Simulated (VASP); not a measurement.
# Re (P6_3/mmc) in VASP: further runs, part 2 of 3

VASP 6.6.1.

## Step 3: Electric field gradients, PBE (volume scaled by 1.02)

Contents of INCAR:

```
PREC     = Accurate       # precision mode
ENCUT    = 520            # plane-wave cutoff, eV
EDIFF    = 1E-8           # SCF threshold, eV
ISMEAR   = -1             # smearing method
SIGMA    = 0.05           # smearing width, eV
LREAL    = False          # projectors in reciprocal space
LASPH    = True           # aspherical terms in the spheres
NELM     = 60             # most SCF steps
ALGO     = Normal         # electronic algorithm
ISIF     = 2              # what is computed and relaxed
LWAVE    = False          # write WAVECAR
LCHARG   = False          # write CHGCAR
GGA      = PE             # functional
LEFG     = True         
NBANDS   = 14             # bands
```

Contents of KPOINTS:

```
Automatic mesh
0
Gamma
  14 14 8
```

Contents of POSCAR:

```
Re
1.0
    2.6201393302      0.0000000000      0.0000000000
   -1.3100696651      2.2691072214      0.0000000000
    0.0000000000      0.0000000000      4.1895637172
Re
2
Direct
    0.3333333333      0.6666666667      0.2500000000
    0.6666666667      0.3333333333      0.7500000000
```

Potentials or basis: VASP PAW PBE potentials, release 64 (Re).

On the command line:

```console
$ cat potpaw_PBE.64/Re/POTCAR > POTCAR
$ mpirun -np 1 vasp_std > vasp.out
```

OUTCAR:

```text
PREC = Accurate
   ENCUT = 520
   EDIFF = 1E-8
   ISMEAR = -1
   LREAL = False
   LASPH = True
   NELM = 60
   ISIF = 2
   GGA = PE

 ion  position               nearest neighbor table
   1  0.333  0.667  0.250-   2 2.58   2 2.58   2 2.58   2 2.58   2 2.58   2 2.58
   2  0.667  0.333  0.750-   1 2.58   1 2.58   1 2.58   1 2.58   1 2.58   1 2.58

  LATTYP: Found a hexagonal cell.
 ALAT       =     2.6201393302
 C/A-ratio  =     1.5989850879

  Lattice vectors:

 A1 = (   2.6201393302,   0.0000000000,   0.0000000000)
 A2 = (  -1.3100696651,   2.2691072214,   0.0000000000)
 A3 = (   0.0000000000,   0.0000000000,   4.1895637172)

Analysis of symmetry for initial positions (statically):
=====================================================================
 Subroutine PRICEL returns:
 Original cell was already a primitive cell.

 Routine SETGRP: Setting up the symmetry group for a
 hexagonal supercell.

 Subroutine GETGRP returns: Found 24 space group operations
 (whereof 12 operations were pure point group operations)
 out of a pool of 24 trial point group operations.

The static configuration has the point symmetry D_3d.
 The point group associated with its full space group is D_6h.

Analysis of symmetry for dynamics (positions and initial velocities):
=====================================================================
 Subroutine PRICEL returns:
 Original cell was already a primitive cell.

 Routine SETGRP: Setting up the symmetry group for a
 hexagonal supercell.

 Subroutine GETGRP returns: Found 24 space group operations
 (whereof 12 operations were pure point group operations)
 out of a pool of 24 trial point group operations.

The dynamic configuration has the point symmetry D_3d.
 The point group associated with its full space group is D_6h.

 Subroutine INISYM returns: Found 24 space group operations
 (whereof 12 operations are pure point group operations),
 and found     1 'primitive' translations

----------------------------------------------------------------------------------------

                                     Primitive cell

  volume of cell :      24.9085

  direct lattice vectors                    reciprocal lattice vectors
     2.620139330  0.000000000  0.000000000     0.381659093  0.220350980  0.000000000
    -1.310069665  2.269107221  0.000000000     0.000000000  0.440701960  0.000000000
     0.000000000  0.000000000  4.189563717     0.000000000  0.000000000  0.238688338

  length of vectors
     2.620139330  2.620139330  4.189563717     0.440701960  0.440701960  0.238688338

  position of ions in fractional coordinates (direct lattice)
     0.333333333  0.666666667  0.250000000
     0.666666667  0.333333333  0.750000000

  ion indices of the primitive-cell ions
   primitive index   ion index
                 1           1
                 2           2

----------------------------------------------------------------------------------------

 KPOINTS: Automatic mesh
[... 80 lines left out ...]
   NUPDOWN=      -1.0000    fix difference up-down
   EMIN   =  10.00;   EMAX   =-10.00  energy-range for DOS
   EFERMI =   0.00;   METHOD = LEGACY
   ISMEAR =    -1;   SIGMA  =   0.05  broadening in eV -4-tet -1-fermi 0-gaus
   EFERMI_NEDOS =   21; number of points for ismear=-14 and -15
   IALGO  =     38    algorithm
   IMIX   =      4    mixing-type and parameters
     AMIX     =   0.40;   BMIX     =  1.00
     AMIX_MAG =   1.60;   BMIX_MAG =  1.00
  volume/ion in A,a.u.               =      12.45        84.05
  Fermi-wavevector in a.u.,A,eV,Ry     =   1.351040  2.553095 24.834826  1.825308
  Thomas-Fermi vector in A             =   2.478494
   LORBIT       =      0    0 simple, 1 ext, 2 COOP (PROOUT), +10 PAW based schemes
   GGA     = PE    functional components
   LHFCALC =     F    Hartree Fock is set to
   AEXX    =    0.0000 exact exchange contribution
   IVDW    =     0    specifies the selected vdW correction
   LEPSILON=     F    determine dielectric tensor
   LRPA    =     F    only Hartree local field effects (RPA)
 non-spin polarized calculation
  energy-cutoff  :      520.00
  volume of cell :       24.91
 maximum number of plane-waves:       689
 NGX is ok and might be reduce to    20
   NGX =  9   NGY =  9   NGZ = 15

 number of electron      14.0000002 magnetization

 Free energy of the ion-electron system (eV)
  ---------------------------------------------------
  ext. energy  EPLUGINS =         0.00000000
  ---------------------------------------------------
  free energy    TOTEN  =       -23.52374734 eV

  energy without entropy =      -23.51300328  energy(sigma->0) =      -23.51837531

 E-fermi :  10.0777     XC(G=0): -14.6660

 val. band max:       10.0681139440   @ k =   0.1429  -0.0000   0.0000
 cond. band min:      10.0794797985   @ k =   0.4286   0.1429   0.2500
 fundamental gap:      0.0113658545
 Fermi energy:        10.0777191654

 k-point     1 :       0.0000    0.0000    0.0000
  band No.  band energies     occupation
      1      -0.9093      2.00000
      2       2.1383      2.00000
      3       7.9722      2.00000
      4       7.9722      2.00000
      5       8.1732      2.00000
      6       9.1041      2.00000
      7       9.1041      2.00000
      8      10.1540      0.35753
      9      10.1540      0.35753
     10      11.3705      0.00000
     11      14.2654      0.00000
     12      14.2654      0.00000
     13      22.5379      0.00000
     14      24.3444      0.00000
[... 377 lines left out ...]
      1       3.3851      2.00000
      2       5.1613      2.00000
      3       5.1692      2.00000
      4       6.2309      2.00000
      5       7.3397      2.00000
      6       7.7531      2.00000
      7      10.0638      1.13841
      8      13.7073      0.00000
      9      14.3476      0.00000
     10      14.7043      0.00000
     11      18.0638      0.00000
     12      18.2111      0.00000
     13      20.1766      0.00000
     14      26.9163      0.00000

 [... further k-points ...]
[... 5 lines left out ...]
  --------------------------------------------------------------------------------------
  -------------------------------------------------------------------------------------
  Total       15.2807574     15.2807574     16.5167995     -0.0000000      0.0000000      0.0000000
  in kB      982.8952990    982.8952990   1062.4005194     -0.0000000      0.0000000      0.0000000
  external PRESSURE =    1009.3970391 kB  Pullay stress =       0.0000000 kB

 VOLUME and BASIS-vectors are now :
 -----------------------------------------------------------------------------
  energy-cutoff  :      520.00
  volume of cell :       24.91
      direct lattice vectors                 reciprocal lattice vectors
     2.620139330  0.000000000  0.000000000     0.381659093  0.220350980  0.000000000
    -1.310069665  2.269107221  0.000000000     0.000000000  0.440701960  0.000000000
     0.000000000  0.000000000  4.189563717     0.000000000  0.000000000  0.238688338

 POSITION                                       TOTAL-FORCE (eV/Angst)
 -----------------------------------------------------------------------------------
     -0.00000      1.51274      1.04739        -0.000000      0.000000      0.000000
      1.31007      0.75637      3.14217         0.000000     -0.000000      0.000000
 -----------------------------------------------------------------------------------
    total drift:                                0.000000     -0.000000     -0.000000

  FREE ENERGIE OF THE ION-ELECTRON SYSTEM (eV)
  ---------------------------------------------------
  free  energy   TOTEN  =       -23.5237473443 eV

  energy  without entropy=      -23.5130032808  energy(sigma->0) =      -23.51837531

 Electric field gradients (V/A^2)
---------------------------------------------------------------------
 ion       V_xx      V_yy      V_zz      V_xy      V_xz      V_yz
---------------------------------------------------------------------
   1      53.372    53.372  -106.744     0.000     0.000    -0.000
   2      53.372    53.372  -106.744     0.000    -0.000     0.000
---------------------------------------------------------------------

 Electric field gradients after diagonalization (V/A^2)
 (convention: |V_zz| > |V_xx| > |V_yy|)
----------------------------------------------------------------------
 ion       V_xx      V_yy      V_zz     asymmetry (V_yy - V_xx)/ V_zz
----------------------------------------------------------------------
   1      53.372    53.372  -106.744       0.000
   2      53.372    53.372  -106.744       0.000
----------------------------------------------------------------------

           NMR quadrupolar parameters

 Cq : quadrupolar parameter    Cq=e*Q*V_zz/h
 eta: asymmetry parameters     (V_yy - V_xx)/ V_zz
 Q  : nuclear electric quadrupole moment in mb (millibarn)
----------------------------------------------------------------------
 ion       Cq(MHz)       eta       Q (mb)
----------------------------------------------------------------------
   1      -0.258       0.000       1.000
   2      -0.258       0.000       1.000
----------------------------------------------------------------------
```

Wall time 31 s (1 thread of Intel Xeon Platinum 8259CL at 2.50GHz (Skylake/Cascade Lake), shared host); peak memory 0.16 GiB.

What came out:

- Free energy: -23.5237 eV
- Pressure: 100.9 GPa
- Band gap on the k mesh: zero (band 7 reaches 11.98 eV, above the bottom of band 8 at 7.79 eV)

Stress tensor (GPa, compression positive):
```
 98.29   0.00   0.00
  0.00  98.29   0.00
  0.00   0.00 106.24
```

Electric field gradients, principal values (V/Å²):
| atom | least | middle | greatest (by size) |
| --- | --- | --- | --- |
| 1 Re | 53.372 | 53.372 | -106.744 |
| 2 Re | 53.372 | 53.372 | -106.744 |

Caveat: without QUAD_EFG the Cq values of the log hold for a quadrupole moment of 1 mb, not for the nuclei; spin-orbit coupling is left out, which moves the levels of the heavy elements.

## Step 4: Electric field gradients, PBE (zz strain of -3 %)

Contents of INCAR:

```
SYSTEM = Re
PREC = Accurate ; ENCUT = 520
EDIFF = 1E-8 ; ISMEAR = -1
SIGMA = 0.05 ; LREAL = .FALSE.
LASPH = .TRUE. ; NELM = 60
ALGO = Normal ; ISIF = 2
LWAVE = .FALSE. ; LCHARG = .FALSE.
GGA = PE ; LEFG = .TRUE.
NBANDS = 14
```

Contents of KPOINTS:

```
regular mesh
0
G
  14 14 8
  0 0 0
```

Contents of POSCAR:

```
Re
1.0
    2.6029010724      0.0000000000      0.0000000000
   -1.3014505362      2.2541784522      0.0000000000
    0.0000000000      0.0000000000      4.0371400000
Re
2
Direct
    0.3333333333      0.6666666667      0.2500000000
    0.6666666667      0.3333333333      0.7500000000
```

Potentials or basis: VASP PAW PBE potentials, release 64 (Re).

On the command line:

```console
$ cat potpaw_PBE.64/Re/POTCAR > POTCAR
$ mpirun -np 1 vasp_std > vasp.out
```

OUTCAR:

```text
SYSTEM = Re
   PREC = Accurate
   ENCUT = 520
   EDIFF = 1E-8
   ISMEAR = -1
   LREAL = .FALSE.
   LASPH = .TRUE.
   NELM = 60
   ISIF = 2
   GGA = PE

 ion  position               nearest neighbor table
   1  0.333  0.667  0.250-   2 2.52   2 2.52   2 2.52   2 2.52   2 2.52   2 2.52
   2  0.667  0.333  0.750-   1 2.52   1 2.52   1 2.52   1 2.52   1 2.52   1 2.52

  LATTYP: Found a hexagonal cell.
 ALAT       =     2.6029010724
 C/A-ratio  =     1.5510155352

  Lattice vectors:

 A1 = (   2.6029010724,   0.0000000000,   0.0000000000)
 A2 = (  -1.3014505362,   2.2541784522,   0.0000000000)
 A3 = (   0.0000000000,   0.0000000000,   4.0371400000)

Analysis of symmetry for initial positions (statically):
=====================================================================
 Subroutine PRICEL returns:
 Original cell was already a primitive cell.

 Routine SETGRP: Setting up the symmetry group for a
 hexagonal supercell.

 Subroutine GETGRP returns: Found 24 space group operations
 (whereof 12 operations were pure point group operations)
 out of a pool of 24 trial point group operations.

The static configuration has the point symmetry D_3d.
 The point group associated with its full space group is D_6h.

Analysis of symmetry for dynamics (positions and initial velocities):
=====================================================================
 Subroutine PRICEL returns:
 Original cell was already a primitive cell.

 Routine SETGRP: Setting up the symmetry group for a
 hexagonal supercell.

 Subroutine GETGRP returns: Found 24 space group operations
 (whereof 12 operations were pure point group operations)
 out of a pool of 24 trial point group operations.

[... 169 lines left out ...]
     12      15.2023      0.00000
     13      24.1839      0.00000
     14      24.9405      0.00000
[... 377 lines left out ...]
      1       3.5097      2.00000
      2       5.4704      2.00000
      3       5.5542      2.00000
      4       6.6471      2.00000
      5       8.0090      2.00000
      6       8.5417      2.00000
      7      10.9738      0.04691
      8      14.9493      0.00000
      9      15.5946      0.00000
     10      16.2716      0.00000
     11      18.9163      0.00000
     12      19.0793      0.00000
     13      21.2819      0.00000
     14      28.2502      0.00000

 [... further k-points ...]
[... 5 lines left out ...]
  --------------------------------------------------------------------------------------
  -------------------------------------------------------------------------------------
  Total       19.5765831     19.5765831     24.7338398     -0.0000000      0.0000000      0.0000000
  in kB     1324.1211074   1324.1211073   1672.9476819     -0.0000000      0.0000000      0.0000000
  external PRESSURE =    1440.3966322 kB  Pullay stress =       0.0000000 kB

 VOLUME and BASIS-vectors are now :
 -----------------------------------------------------------------------------
  energy-cutoff  :      520.00
  volume of cell :       23.69
      direct lattice vectors                 reciprocal lattice vectors
     2.602901072  0.000000000  0.000000000     0.384186710  0.221810301  0.000000000
    -1.301450536  2.254178452  0.000000000     0.000000000  0.443620601  0.000000000
     0.000000000  0.000000000  4.037140000     0.000000000  0.000000000  0.247700105

 POSITION                                       TOTAL-FORCE (eV/Angst)
 -----------------------------------------------------------------------------------
     -0.00000      1.50279      1.00928        -0.000000      0.000000      0.000000
      1.30145      0.75139      3.02785         0.000000     -0.000000      0.000000
 -----------------------------------------------------------------------------------
    total drift:                                0.000000     -0.000000     -0.000000

  FREE ENERGIE OF THE ION-ELECTRON SYSTEM (eV)
  ---------------------------------------------------
  free  energy   TOTEN  =       -22.5304801608 eV

  energy  without entropy=      -22.5166626041  energy(sigma->0) =      -22.52357138

 Electric field gradients (V/A^2)
---------------------------------------------------------------------
 ion       V_xx      V_yy      V_zz      V_xy      V_xz      V_yz
---------------------------------------------------------------------
   1      88.060    88.061  -176.121     0.000     0.000    -0.000
   2      88.060    88.061  -176.121     0.000    -0.000     0.000
---------------------------------------------------------------------

 Electric field gradients after diagonalization (V/A^2)
 (convention: |V_zz| > |V_xx| > |V_yy|)
----------------------------------------------------------------------
 ion       V_xx      V_yy      V_zz     asymmetry (V_yy - V_xx)/ V_zz
----------------------------------------------------------------------
   1      88.061    88.060  -176.121       0.000
   2      88.061    88.060  -176.121       0.000
----------------------------------------------------------------------

           NMR quadrupolar parameters

 Cq : quadrupolar parameter    Cq=e*Q*V_zz/h
 eta: asymmetry parameters     (V_yy - V_xx)/ V_zz
 Q  : nuclear electric quadrupole moment in mb (millibarn)
----------------------------------------------------------------------
 ion       Cq(MHz)       eta       Q (mb)
----------------------------------------------------------------------
   1      -0.426       0.000       1.000
   2      -0.426       0.000       1.000
----------------------------------------------------------------------
```

stdout:

```text
POSCAR found type information on POSCAR Re
 POSCAR found :  1 types and       2 ions
 scaLAPACK will be used
 LDA part: xc-table for (Slater+PW92), standard interpolation
 POSCAR, INCAR and KPOINTS ok, starting setup
 FFT: planning ... GRIDC
 FFT: planning ... GRID_SOFT
 FFT: planning ... GRID
 WAVECAR not read
 entering main loop
ion   1

ion   2
```

Wall time 45 s (1 thread of Intel Xeon Platinum 8488C (Sapphire Rapids), shared host); peak memory 0.15 GiB.

What came out:

```
Free energy            : -22.5305 eV
Pressure               : 144.0 GPa
Band gap on the k mesh : zero (band 7 reaches 12.79 eV, above the bottom of band 8 at 8.14 eV)
```

Electric field gradients, principal values (V/Å²):
| atom | least | middle | greatest (by size) |
| --- | --- | --- | --- |
| 1 Re | 88.060 | 88.061 | -176.121 |
| 2 Re | 88.060 | 88.061 | -176.121 |

Caveat: the cell differs from its parent crystal (zz strain of -3 %); without QUAD_EFG the Cq values of the log hold for a quadrupole moment of 1 mb, not for the nuclei; spin-orbit coupling is left out, which moves the levels of the heavy elements.

[end of part 2 of 3]
